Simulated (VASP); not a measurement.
# Re (Fm-3m) in VASP: single point with PBE+D3(BJ)

Aim: the single point of Re with PBE+D3(BJ).

All numbers are computed with VASP 6.6.1; they aren't measurements. Logs are shortened: lines on timing, memory, paths and dates and some standing lists are left out, and cuts for length are marked.

### 1 The cell of the first run

It takes space group Fm-3m (No. 225, cubic). Conventional cell: a = 3.892 Å, b = 3.892 Å, c = 3.892 Å, α = 90.00°, β = 90.00°, γ = 90.00°. Re (site symmetry m-3m) has 12 Re at 2.75 Å within 3.6 Å.

This isn't the form of Re at room conditions, which is hcp.

### 2 Single point, PBE+D3(BJ)

INCAR reads:

```
PREC     = Accurate       # precision mode
ENCUT    = 600            # plane-wave cutoff, eV
EDIFF    = 1E-6           # SCF threshold, eV
ISMEAR   = -1             # smearing method
SIGMA    = 0.2            # smearing width, eV
LREAL    = False          # projectors in reciprocal space
LASPH    = True           # aspherical terms in the spheres
NELM     = 120            # most SCF steps
ALGO     = Normal         # electronic algorithm
ISIF     = 2              # what is computed and relaxed
LWAVE    = False          # write WAVECAR
LCHARG   = True           # write CHGCAR
GGA      = PE             # functional
IVDW     = 12             # dispersion correction
LELF     = True           # ELF
LVHAR    = True         
NBANDS   = 10             # bands
GGA_COMPAT= False
```

KPOINTS reads:

```
regular mesh
0
Gamma
  10 10 10
```

POSCAR reads:

```
Re
1.0
    0.0000000000      1.9461654581      1.9461654581
    1.9461654581      0.0000000000      1.9461654581
    1.9461654581      1.9461654581      0.0000000000
Re
1
Direct
    0.0000000000      0.0000000000      0.0000000000
```

Potentials or basis: VASP PAW PBE potentials, release 64 (Re).

On the command line:

```
$ cat potpaw_PBE.64/Re/POTCAR > POTCAR
$ mpirun -np 1 vasp_std > vasp.out
```

OUTCAR:

```text
PREC = Accurate
   ENCUT = 600
   EDIFF = 1E-6
   ISMEAR = -1
   LREAL = False
   LASPH = True
   NELM = 120
   ISIF = 2
   GGA = PE
   IVDW = 12
 IVDW          = 12

 ion  position               nearest neighbor table
   1  0.000  0.000  0.000-

  LATTYP: Found a face centered cubic cell.
 ALAT       =     3.8923309162

  Lattice vectors:

 A1 = (   0.0000000000,   1.9461654581,   1.9461654581)
 A2 = (   1.9461654581,   0.0000000000,   1.9461654581)
 A3 = (   1.9461654581,   1.9461654581,   0.0000000000)

Analysis of symmetry for initial positions (statically):
=====================================================================
 Subroutine PRICEL returns:
 Original cell was already a primitive cell.

 Routine SETGRP: Setting up the symmetry group for a
 face centered cubic supercell.

 Subroutine GETGRP returns: Found 48 space group operations
 (whereof 48 operations were pure point group operations)
 out of a pool of 48 trial point group operations.

The static configuration has the point symmetry O_h .

Analysis of symmetry for dynamics (positions and initial velocities):
=====================================================================
 Subroutine PRICEL returns:
 Original cell was already a primitive cell.

 Routine SETGRP: Setting up the symmetry group for a
 face centered cubic supercell.

 Subroutine GETGRP returns: Found 48 space group operations
 (whereof 48 operations were pure point group operations)
 out of a pool of 48 trial point group operations.

The dynamic configuration has the point symmetry O_h .

 Subroutine INISYM returns: Found 48 space group operations
 (whereof 48 operations are pure point group operations),
 and found     1 'primitive' translations

----------------------------------------------------------------------------------------

                                     Primitive cell

  volume of cell :      14.7424

  direct lattice vectors                    reciprocal lattice vectors
     0.000000000  1.946165458  1.946165458    -0.256915463  0.256915463  0.256915463
     1.946165458  0.000000000  1.946165458     0.256915463 -0.256915463  0.256915463
     1.946165458  1.946165458  0.000000000     0.256915463  0.256915463 -0.256915463

  length of vectors
     2.752293585  2.752293585  2.752293585     0.444990635  0.444990635  0.444990635

  position of ions in fractional coordinates (direct lattice)
     0.000000000  0.000000000  0.000000000

  ion indices of the primitive-cell ions
   primitive index   ion index
                 1           1

----------------------------------------------------------------------------------------

 KPOINTS: regular mesh

Automatic generation of k-mesh.
 Grid dimensions read from file:
 generate k-points for:   10   10   10

 Generating k-lattice:

  Cartesian coordinates                     Fractional coordinates (reciprocal lattice)
    -0.025691546  0.025691546  0.025691546     0.100000000  0.000000000  0.000000000
     0.025691546 -0.025691546  0.025691546     0.000000000  0.100000000  0.000000000
     0.025691546  0.025691546 -0.025691546     0.000000000  0.000000000  0.100000000

  Length of vectors
     0.044499064  0.044499064  0.044499064

  Shift w.r.t. Gamma in fractional coordinates (k-lattice)
     0.000000000  0.000000000  0.000000000

 Subroutine IBZKPT returns following result:
 ===========================================

 Found     47 irreducible k-points:

 Following reciprocal coordinates:
            Coordinates               Weight
  0.000000  0.000000  0.000000      1.000000
  0.100000  0.000000  0.000000      8.000000
  0.200000  0.000000  0.000000      8.000000
  0.300000  0.000000  0.000000      8.000000
  0.400000  0.000000  0.000000      8.000000
  0.500000  0.000000  0.000000      4.000000
[... 16 lines left out ...]
  0.300000  0.300000  0.000000      6.000000
  0.400000  0.300000  0.000000     24.000000
 [... further k-points ...]
   k-points           NKPTS =     47   k-points in BZ     NKDIM =     47   number of bands    NBANDS=     10
   number of dos      NEDOS =    301   number of ions     NIONS =      1
   total plane-waves  NPLWV =  13824
   dimension x,y,z NGX =    24 NGY =   24 NGZ =   24
   dimension x,y,z NGXF=    48 NGYF=   48 NGZF=   48
   ions per type =               1
   NGX,Y,Z   is equivalent  to a cutoff of  14.50, 14.50, 14.50 a.u.
   NGXF,Y,Z  is equivalent  to a cutoff of  28.99, 28.99, 28.99 a.u.
 SYSTEM =  unknown system
   PREC   = accura    normal or accurate (medium, high low for compatibility)
   ISTART =      0    job   : 0-new  1-cont  2-samecut
   ICHARG =      2    charge: 1-file 2-atom 10-const
   ISPIN  =      1    spin polarized calculation?
   LNONCOLLINEAR =      F non collinear calculations
   LSORBIT =      F    spin-orbit coupling
   LASPH  =      T    aspherical Exc in radial PAW
   ENCUT  =  600.0 eV  44.10 Ry    6.64 a.u.   5.50  5.50  5.50*2*pi/ulx,y,z
   NELM   =    120;   NELMIN=  2; NELMDL= -5     # of ELM steps
   EDIFF  = 0.1E-05   stopping-criterion for ELM
   LREAL  =      F    real-space projection
   EDIFFG = 0.1E-04   stopping-criterion for IOM
   NSW    =      0    number of steps for IOM
   IBRION =     -1    ionic relax: 0-MD 1-quasi-New 2-CG
   NFREE  =      0    steps in history (QN), initial steepest desc. (CG)
   ISIF   =      2    stress and relaxation
   ISYM   =      2    0-nonsym 1-usesym 2-fastsym
   POTIM  = 0.5000    time-step for ionic-motion
   TEBEG  =    0.0;   TEEND  =   0.0 temperature during run
   PSTRESS=    0.0 pullay stress
   NELECT =       7.0000    total number of electrons
   NUPDOWN=      -1.0000    fix difference up-down
   EMIN   =  10.00;   EMAX   =-10.00  energy-range for DOS
   EFERMI =   0.00;   METHOD = LEGACY
   ISMEAR =    -1;   SIGMA  =   0.20  broadening in eV -4-tet -1-fermi 0-gaus
   EFERMI_NEDOS =   21; number of points for ismear=-14 and -15
   IALGO  =     38    algorithm
   IMIX   =      4    mixing-type and parameters
     AMIX     =   0.40;   BMIX     =  1.00
     AMIX_MAG =   1.60;   BMIX_MAG =  1.00
  volume/ion in A,a.u.               =      14.74        99.49
  Fermi-wavevector in a.u.,A,eV,Ry     =   1.277177  2.413515 22.193566  1.631181
  Thomas-Fermi vector in A             =   2.409791
   LORBIT       =      0    0 simple, 1 ext, 2 COOP (PROOUT), +10 PAW based schemes
   GGA     = PE    functional components
   LHFCALC =     F    Hartree Fock is set to
   AEXX    =    0.0000 exact exchange contribution
   IVDW    =    12    specifies the selected vdW correction
   LEPSILON=     F    determine dielectric tensor
   LRPA    =     F    only Hartree local field effects (RPA)
 non-spin polarized calculation
  energy-cutoff  :      600.00
  volume of cell :       14.74
 maximum number of plane-waves:       531
 NGX is ok and might be reduce to    24
   NGX = 11   NGY = 11   NGZ = 11

 number of electron       7.0000000 magnetization

 Free energy of the ion-electron system (eV)
  ---------------------------------------------------
  ext. energy  EPLUGINS =         0.00000000
  ---------------------------------------------------
  free energy    TOTEN  =       -12.42504663 eV

  energy without entropy =      -12.31777861  energy(sigma->0) =      -12.37141262

 E-fermi :   8.1118     XC(G=0): -13.7190

 val. band max:        7.9286511383   @ k =   0.4000   0.2000   0.0000
 cond. band min:       8.1461161216   @ k =   0.3000   0.2000   0.0000
 fundamental gap:      0.2174649833
 Fermi energy:         8.1118133874

 k-point     1 :       0.0000    0.0000    0.0000
  band No.  band energies     occupation
      1      -1.9896      2.00000
      2       6.2249      1.99984
      3       6.2249      1.99984
      4       6.2249      1.99984
      5       9.4063      0.00309
      6       9.4063      0.00309
      7      22.0389      0.00000
      8      27.6880      0.00000
      9      27.6880      0.00000
     10      27.6880      0.00000

 k-point     2 :       0.1000    0.0000    0.0000
  band No.  band energies     occupation
      1      -1.5331      2.00000
      2       5.9292      1.99996
      3       6.4294      1.99956
      4       6.4294      1.99956
      5       9.2517      0.00667
      6       9.2517      0.00667
      7      22.9036      0.00000
      8      25.8408      0.00000
      9      28.5249      0.00000
     10      28.5249      0.00000

 k-point     3 :       0.2000    0.0000    0.0000
  band No.  band energies     occupation
      1      -0.3501      2.00000
      2       5.4333      2.00000
      3       6.7292      1.99801
      4       6.7292      1.99801
      5       9.2321      0.00736
      6       9.2321      0.00736
      7      23.0684      0.00000
      8      25.2397      0.00000
      9      30.8021      0.00000
     10      30.8023      0.00000

 k-point     4 :       0.3000    0.0000    0.0000
  band No.  band energies     occupation
      1       0.8410      2.00000
      2       5.6837      1.99999
      3       6.5387      1.99923
      4       6.5387      1.99923
      5      10.0910      0.00010
      6      10.0910      0.00010
      7      21.0719      0.00000
      8      25.2067      0.00000
      9      32.6605      0.00000
     10      32.6694      0.00000

 k-point     5 :       0.4000    0.0000    0.0000
  band No.  band energies     occupation
      1       1.2451      2.00000
      2       6.1714      1.99988
      3       6.1714      1.99988
      4       7.2262      1.97641
      5      11.3415      0.00000
      6      11.3415      0.00000
      7      19.2445      0.00000
      8      22.5622      0.00000
      9      29.5260      0.00000
     10      29.5260      0.00000

 k-point     6 :       0.5000    0.0000    0.0000
  band No.  band energies     occupation
      1       1.2647      2.00000
      2       6.0169      1.99994
      3       6.0169      1.99994
      4       8.3470      0.47152
      5      11.9523      0.00000
      6      11.9523      0.00000
      7      18.0862      0.00000
      8      21.5378      0.00000
      9      28.2399      0.00000
     10      28.2399      0.00000
[... 183 lines left out ...]
 k-point    21 :      -0.3000    0.2000    0.0000
  band No.  band energies     occupation
      1       2.7357      2.00000
      2       5.1513      2.00000
      3       5.2961      2.00000
      4       7.4067      1.94283
      5       9.5982      0.00118
      6      13.7209      0.00000
      7      20.5291      0.00000
      8      24.9929      0.00000
      9      25.7781      0.00000
     10      31.8120      0.00000

 k-point    22 :      -0.2000    0.2000    0.0000
  band No.  band energies     occupation
      1       1.8514      2.00000
      2       4.7015      2.00000
      3       5.9539      1.99996
      4       7.7374      1.73339
      5       8.1927      0.80060
      6      12.1543      0.00000
      7      22.6711      0.00000
      8      26.7862      0.00000
      9      26.9649      0.00000
     10      28.7451      0.00000

 k-point    23 :       0.3000    0.3000    0.0000
  band No.  band energies     occupation
      1       1.6403      2.00000
      2       3.2890      2.00000
      3       7.0133      1.99180
      4       9.4374      0.00264
      5       9.4374      0.00264
      6      10.9348      0.00000
      7      25.6638      0.00000
      8      25.6638      0.00000
      9      26.7776      0.00000
     10      30.0061      0.00000

 k-point    24 :       0.4000    0.3000    0.0000
  band No.  band energies     occupation
      1       1.9756      2.00000
      2       3.0281      2.00000
      3       7.1228      1.98586
      4       9.6922      0.00074
      5      11.3496      0.00000
      6      11.7896      0.00000
      7      22.2227      0.00000
      8      24.2573      0.00000
      9      25.8442      0.00000
     10      30.0629      0.00000

 [... further k-points ...]

------------------------ aborting loop because EDIFF is reached ----------------------------------------

 Edisp (eV)   -0.65391

 E8    (eV) :    -0.3292

  FORCE on cell =-STRESS in cart. coord.  units (eV):
  Direction    XX          YY          ZZ          XY          YZ          ZX
  --------------------------------------------------------------------------------------
  -------------------------------------------------------------------------------------
  Total      -0.05427    -0.05427    -0.05427    -0.00000     0.00000     0.00000
  in kB      -5.89848    -5.89848    -5.89848    -0.00000     0.00000     0.00000
  external pressure =       -5.90 kB  Pullay stress =        0.00 kB

 VOLUME and BASIS-vectors are now :
 -----------------------------------------------------------------------------
  energy-cutoff  :      600.00
  volume of cell :       14.74
      direct lattice vectors                 reciprocal lattice vectors
     0.000000000  1.946165458  1.946165458    -0.256915463  0.256915463  0.256915463
     1.946165458  0.000000000  1.946165458     0.256915463 -0.256915463  0.256915463
     1.946165458  1.946165458  0.000000000     0.256915463  0.256915463 -0.256915463

 POSITION                                       TOTAL-FORCE (eV/Angst)
 -----------------------------------------------------------------------------------
      0.00000      0.00000      0.00000         0.000000      0.000000      0.000000
 -----------------------------------------------------------------------------------
    total drift:                               -0.000000     -0.000000     -0.000000

  FREE ENERGIE OF THE ION-ELECTRON SYSTEM (eV)
  ---------------------------------------------------
  free  energy   TOTEN  =       -13.0789611466 eV

  energy  without entropy=      -12.9716931262  energy(sigma->0) =      -13.02532714
```

Run time: 8.6 s. Hardware: 1 thread of AMD EPYC 7R13 (Zen 3), shared host; peak memory 0.12 GiB.

Results:

```yaml
Free_energy: -13.0790 eV
Pressure: -0.6 GPa
Band_gap_on_the_k_mesh: zero (an odd number of electrons rules out a gap without spin polarisation)
Dispersion_energy_per_atom: -0.654 eV
```

Caveat: spin-orbit coupling is left out, which moves the levels of the heavy elements.

The gap in the log of VASP goes by the Fermi energy; the results here count the filled bands.